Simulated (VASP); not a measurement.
# AlNi in VASP: single point with PBE

Aim: the single point of AlNi with PBE.

Program: VASP 6.6.1. These are calculated values, not measurements. Logs are shortened: lines on timing, memory, paths and dates and some standing lists are left out, and cuts for length are marked.

### Step 1. The cell of the first run

The cell holds a slab with vacuum, 2 atoms: a = 2.894 Å, b = 4.092 Å, c = 16.000 Å, α = 90.00°, β = 90.00°, γ = 90.00°.

### Step 2. Single point, PBE

POSCAR reads:

```
AlNi
1.0
    2.8935740570      0.0000000000      0.0000000000
    0.0000000000      4.0921316751      0.0000000000
    0.0000000000      0.0000000000     16.0000000000
Ni Al
1 1
Direct
    0.7500000000      0.2500000000      0.5000000000
    0.2500000000      0.7500000000      0.5000000000
```

INCAR.step1 reads:

```
SYSTEM = AlNi
  PREC = Accurate
  ENCUT = 520
  EDIFF = 1E-6
  ISMEAR = -1
  SIGMA = 0.1
  LREAL = .FALSE.
  LASPH = .TRUE.
  NELM = 120
  ALGO = Normal
  ISIF = 2
  LWAVE = .FALSE.
  LCHARG = .TRUE.
  LMAXMIX = 4
  LDIPOL = .TRUE.
  IDIPOL = 3
  DIPOL = 0.5 0.5 0.500
  GGA = PE
  NBANDS = 14
  GGA_COMPAT = .FALSE.
  NEDOS = 2001
  LORBIT = 11
  NELMDL = -8
```

KPOINTS.step1 reads:

```
regular mesh
0
G
  13 9 1
  0 0 0
```

INCAR.step2 reads:

```
SYSTEM = AlNi
  PREC = Accurate
  ENCUT = 520
  EDIFF = 1E-6
  ISMEAR = -5
  SIGMA = 0.1
  LREAL = .FALSE.
  LASPH = .TRUE.
  NELM = 120
  ALGO = Normal
  ISIF = 2
  LWAVE = .FALSE.
  LCHARG = .FALSE.
  LMAXMIX = 4
  LDIPOL = .TRUE.
  IDIPOL = 3
  DIPOL = 0.5 0.5 0.500
  GGA = PE
  LORBIT = 11
  NEDOS = 2001
  ICHARG = 11
  GGA_COMPAT = .FALSE.
  NELMDL = -8
```

KPOINTS.step2 reads:

```
regular mesh
0
G
  20 14 1
  0 0 0
```

Potentials or basis: VASP PAW PBE potentials, release 64 (Ni, Al).

Started as:

```bash
$ cat potpaw_PBE.64/Ni/POTCAR potpaw_PBE.64/Al/POTCAR > POTCAR
$ cp INCAR.step1 INCAR
$ cp KPOINTS.step1 KPOINTS
$ mpirun -np 1 vasp_std > vasp.out
$ cp INCAR.step2 INCAR
$ cp KPOINTS.step2 KPOINTS
$ mpirun -np 1 vasp_std > vasp.out
```

OUTCAR:

```text
SYSTEM = AlNi
   PREC = Accurate
   ENCUT = 520
   EDIFF = 1E-6
   ISMEAR = -5
   LREAL = .FALSE.
   LASPH = .TRUE.
   NELM = 120
   ISIF = 2
   GGA = PE
   LORBIT = 11
   ICHARG = 11
   NELMDL = -8

 ion  position               nearest neighbor table
   1  0.750  0.250  0.500-   2 2.51   2 2.51   2 2.51   2 2.51
   2  0.250  0.750  0.500-   1 2.51   1 2.51   1 2.51   1 2.51

  LATTYP: Found a simple orthorhombic cell.
 ALAT       =     2.8935740570
 B/A-ratio  =     1.4142135624
 C/A-ratio  =     5.5294938663

  Lattice vectors:

 A1 = (   2.8935740570,   0.0000000000,   0.0000000000)
 A2 = (   0.0000000000,   4.0921316751,   0.0000000000)
 A3 = (   0.0000000000,   0.0000000000,  16.0000000000)

Analysis of symmetry for initial positions (statically):
=====================================================================
 Subroutine PRICEL returns:
 Original cell was already a primitive cell.

 Routine SETGRP: Setting up the symmetry group for a
 simple orthorhombic supercell.

 Subroutine GETGRP returns: Found  8 space group operations
 (whereof  2 operations were pure point group operations)
 out of a pool of  8 trial point group operations.

The static configuration has the point symmetry C_1h.
 The point group associated with its full space group is D_2h.

Analysis of symmetry for dynamics (positions and initial velocities):
=====================================================================
 Subroutine PRICEL returns:
 Original cell was already a primitive cell.

 Routine SETGRP: Setting up the symmetry group for a
 simple orthorhombic supercell.

 Subroutine GETGRP returns: Found  8 space group operations
 (whereof  2 operations were pure point group operations)
 out of a pool of  8 trial point group operations.

The dynamic configuration has the point symmetry C_1h.
 The point group associated with its full space group is D_2h.

 Subroutine INISYM returns: Found  8 space group operations
 (whereof  2 operations are pure point group operations),
 and found     1 'primitive' translations

----------------------------------------------------------------------------------------

                                     Primitive cell

  volume of cell :     189.4542

  direct lattice vectors                    reciprocal lattice vectors
     2.893574057  0.000000000  0.000000000     0.345593367  0.000000000  0.000000000
     0.000000000  4.092131675  0.000000000     0.000000000  0.244371413  0.000000000
     0.000000000  0.000000000 16.000000000     0.000000000  0.000000000  0.062500000

  length of vectors
     2.893574057  4.092131675 16.000000000     0.345593367  0.244371413  0.062500000

  position of ions in fractional coordinates (direct lattice)
     0.750000000  0.250000000  0.500000000
     0.250000000  0.750000000  0.500000000

  ion indices of the primitive-cell ions
   primitive index   ion index
                 1           1
                 2           2

----------------------------------------------------------------------------------------

 KPOINTS: regular mesh

Automatic generation of k-mesh.
 Grid dimensions read from file:
 generate k-points for:   20   14    1

 Generating k-lattice:

  Cartesian coordinates                     Fractional coordinates (reciprocal lattice)
     0.017279668  0.000000000  0.000000000     0.050000000  0.000000000  0.000000000
     0.000000000  0.017455101  0.000000000     0.000000000  0.071428571  0.000000000
     0.000000000  0.000000000  0.062500000     0.000000000  0.000000000  1.000000000

  Length of vectors
     0.017279668  0.017455101  0.062500000

  Shift w.r.t. Gamma in fractional coordinates (k-lattice)
     0.000000000  0.000000000  0.000000000

 TETIRR: Found    840 inequivalent tetrahedra from     1680

 Subroutine IBZKPT returns following result:
 ===========================================

 Found     88 irreducible k-points:

 Following reciprocal coordinates:
            Coordinates               Weight
  0.000000  0.000000  0.000000      1.000000
  0.050000  0.000000  0.000000      2.000000
  0.100000  0.000000  0.000000      2.000000
  0.150000  0.000000  0.000000      2.000000
  0.200000  0.000000  0.000000      2.000000
  0.250000  0.000000  0.000000      2.000000
[... 16 lines left out ...]
  0.000000  0.142857  0.000000      2.000000
  0.050000  0.142857  0.000000      4.000000
 [... further k-points ...]
   k-points           NKPTS =     88   k-points in BZ     NKDIM =     88   number of bands    NBANDS=     10
   number of dos      NEDOS =   2001   number of ions     NIONS =      2
   total plane-waves  NPLWV =  86400
   dimension x,y,z NGX =    24 NGY =   30 NGZ =  120
   dimension x,y,z NGXF=    48 NGYF=   60 NGZF=  240
   ions per type =               1   1
   NGX,Y,Z   is equivalent  to a cutoff of  13.79, 12.19, 12.47 a.u.
   NGXF,Y,Z  is equivalent  to a cutoff of  27.58, 24.38, 24.94 a.u.
 SYSTEM =  AlNi
   PREC   = accura    normal or accurate (medium, high low for compatibility)
   ISTART =      0    job   : 0-new  1-cont  2-samecut
   ICHARG =     11    charge: 1-file 2-atom 10-const
   ISPIN  =      1    spin polarized calculation?
   LNONCOLLINEAR =      F non collinear calculations
   LSORBIT =      F    spin-orbit coupling
   LASPH  =      T    aspherical Exc in radial PAW
   ENCUT  =  520.0 eV  38.22 Ry    6.18 a.u.   5.38  7.61 29.75*2*pi/ulx,y,z
   NELM   =    120;   NELMIN=  2; NELMDL= -8     # of ELM steps
   EDIFF  = 0.1E-05   stopping-criterion for ELM
   LREAL  =      F    real-space projection
   EDIFFG = 0.1E-04   stopping-criterion for IOM
   NSW    =      0    number of steps for IOM
   IBRION =     -1    ionic relax: 0-MD 1-quasi-New 2-CG
   NFREE  =      0    steps in history (QN), initial steepest desc. (CG)
   ISIF   =      2    stress and relaxation
   ISYM   =      2    0-nonsym 1-usesym 2-fastsym
   POTIM  = 0.5000    time-step for ionic-motion
   TEBEG  =    0.0;   TEEND  =   0.0 temperature during run
   PSTRESS=    0.0 pullay stress
   NELECT =      13.0000    total number of electrons
   NUPDOWN=      -1.0000    fix difference up-down
   EMIN   =  10.00;   EMAX   =-10.00  energy-range for DOS
   EFERMI =   0.00;   METHOD = LEGACY
   ISMEAR =    -5;   SIGMA  =   0.10  broadening in eV -4-tet -1-fermi 0-gaus
   EFERMI_NEDOS =   21; number of points for ismear=-14 and -15
   IALGO  =     38    algorithm
   IMIX   =      4    mixing-type and parameters
     AMIX     =   0.40;   BMIX     =  1.00
     AMIX_MAG =   1.60;   BMIX_MAG =  1.00
  volume/ion in A,a.u.               =      94.73       639.25
  Fermi-wavevector in a.u.,A,eV,Ry     =   0.670226  1.266543  6.111775  0.449203
  Thomas-Fermi vector in A             =   1.745679
   LORBIT       =     11    0 simple, 1 ext, 2 COOP (PROOUT), +10 PAW based schemes
   GGA     = PE    functional components
   LHFCALC =     F    Hartree Fock is set to
   AEXX    =    0.0000 exact exchange contribution
   IVDW    =     0    specifies the selected vdW correction
   LEPSILON=     F    determine dielectric tensor
   LRPA    =     F    only Hartree local field effects (RPA)
 non-spin polarized calculation
 Fermi weights with tetrahedron method with Bloechl corrections
  energy-cutoff  :      520.00
  volume of cell :      189.45
 maximum number of plane-waves:      5139
 NGX is ok and might be reduce to    24

 number of electron      13.0000000 magnetization

 dipolmoment           0.000000      0.000000     -0.000000 electrons x Angstroem

 Free energy of the ion-electron system (eV)
  ---------------------------------------------------
  ext. energy  EPLUGINS =         0.00000000
  ---------------------------------------------------
  free energy    TOTEN  =        -8.14431275 eV

  energy without entropy =       -8.14431275  energy(sigma->0) =       -8.14431275

 E-fermi :  -2.8263     XC(G=0):  -2.7734

 val. band max:       -2.8043254559   @ k =   0.0500   0.1429   0.0000
 cond. band min:      -2.8272776627   @ k =   0.2500   0.2857   0.0000
 fundamental gap:     -0.0229522068
 Fermi energy:        -2.8262681724

 k-point     1 :       0.0000    0.0000    0.0000
  band No.  band energies     occupation
      1      -9.7673      2.00000
      2      -4.7315      2.00000
      3      -3.7899      2.00000
      4      -3.6882      2.00000
      5      -3.4628      2.00000
      6      -3.3555      2.00000
      7      -3.0968      2.00000
      8      -1.7437      0.00000
      9       1.1412      0.00000
     10       1.8473      0.00000

 k-point     2 :       0.0500    0.0000    0.0000
  band No.  band energies     occupation
      1      -9.7225      2.00000
      2      -4.7127      2.00000
      3      -3.8445      2.00000
      4      -3.6833      2.00000
      5      -3.4558      2.00000
      6      -3.4089      2.00000
      7      -3.0112      2.14138
      8      -1.6505      0.00000
      9       1.1830      0.00000
     10       2.0176      0.00000

 k-point     3 :       0.1000    0.0000    0.0000
  band No.  band energies     occupation
      1      -9.5885      2.00000
      2      -4.6591      2.00000
      3      -3.9836      2.00000
      4      -3.6690      2.00000
      5      -3.5011      2.00000
      6      -3.4352      2.00000
      7      -2.8214      0.71393
      8      -1.3954      0.00000
      9       1.3082      0.00000
     10       1.9522      0.00000
[... 248 lines left out ...]
 k-point    23 :       0.0000    0.1429    0.0000
  band No.  band energies     occupation
      1      -9.5860      2.00000
      2      -4.8061      2.00000
      3      -3.9464      2.00000
      4      -3.8011      2.00000
      5      -3.4703      2.00000
      6      -3.0953      2.00000
      7      -2.9198      2.00602
      8      -2.7030      0.00000
      9       1.3068      0.00000
     10       2.1606      0.00000

 k-point    24 :       0.0500    0.1429    0.0000
  band No.  band energies     occupation
      1      -9.5416      2.00000
      2      -4.7846      2.00000
      3      -3.9364      2.00000
      4      -3.8691      2.00000
      5      -3.4583      2.00000
      6      -3.1841      2.00000
      7      -2.8043      1.30192
      8      -2.6147      0.00000
      9       1.3486      0.00000
     10       2.2051      0.00000

 [... further k-points ...]

------------------------ aborting loop because EDIFF is reached ----------------------------------------

 vacuum level on the upper side and lower side of the slab       (xc-potential included)        -0.086        -0.086

  FORCE on cell =-STRESS in cart. coord.  units (eV):
  Direction    XX          YY          ZZ          XY          YZ          ZX
  --------------------------------------------------------------------------------------
  -------------------------------------------------------------------------------------
  Total       -2.8288055     -2.6456707      1.2830652      0.0000000      0.0000000      0.0000000
  in kB      -23.9226608    -22.3739250     10.8506343      0.0000000      0.0000000      0.0000000
  external PRESSURE =     -11.8153172 kB  Pullay stress =       0.0000000 kB

 VOLUME and BASIS-vectors are now :
 -----------------------------------------------------------------------------
  energy-cutoff  :      520.00
  volume of cell :      189.45
      direct lattice vectors                 reciprocal lattice vectors
     2.893574057  0.000000000  0.000000000     0.345593367  0.000000000  0.000000000
     0.000000000  4.092131675  0.000000000     0.000000000  0.244371413  0.000000000
     0.000000000  0.000000000 16.000000000     0.000000000  0.000000000  0.062500000

 POSITION                                       TOTAL-FORCE (eV/Angst)
 -----------------------------------------------------------------------------------
      2.17018      1.02303      8.00000         0.000000      0.000000      0.000000
      0.72339      3.06910      8.00000         0.000000      0.000000      0.000000
 -----------------------------------------------------------------------------------
    total drift:                                0.000000     -0.000000     -0.000000

  FREE ENERGIE OF THE ION-ELECTRON SYSTEM (eV)
  ---------------------------------------------------
  free  energy   TOTEN  =        -8.1443127485 eV

  energy  without entropy=       -8.1443127485  energy(sigma->0) =       -8.14431275

 vacuum level on the upper side and lower side of the slab         1.824         1.824

 total charge

# of ion       s       p       d       tot
------------------------------------------
    1        0.437   0.277   8.415   9.129
    2        0.459   0.302   0.000   0.761
--------------------------------------------------
tot          0.896   0.579   8.415   9.890
```

Wall time 2.5 min (1 thread of Intel Xeon Platinum 8375C at 2.90GHz (Ice Lake), shared host); peak memory 0.4 GiB.

Results:

| Quantity | Value |
| --- | --- |
| Valence electrons inside the program's atomic spheres | Ni 9.13; Al 0.76 |

Levels at points of the mesh, in eV from the Fermi level:
```tsv
k point	band 5	band 6	band 7	band 8	band 9	band 10
(0.00, 0.00, 0.00)	-0.64	-0.53	-0.27	1.08	3.97	4.67
(0.50, 0.00, 0.00)	-0.66	-0.31	0.56	4.12	4.26	5.79
(0.00, 0.50, 0.00)	-1.02	-0.51	-0.26	2.13	2.57	5.73
(0.50, 0.50, 0.00)	-0.84	-0.27	0.13	1.88	2.45	4.42
```

Caveat: tetrahedron occupations give inexact forces and stress in metals. Spin polarisation is off, so any magnetic state and its effect on volume and gap are missing.
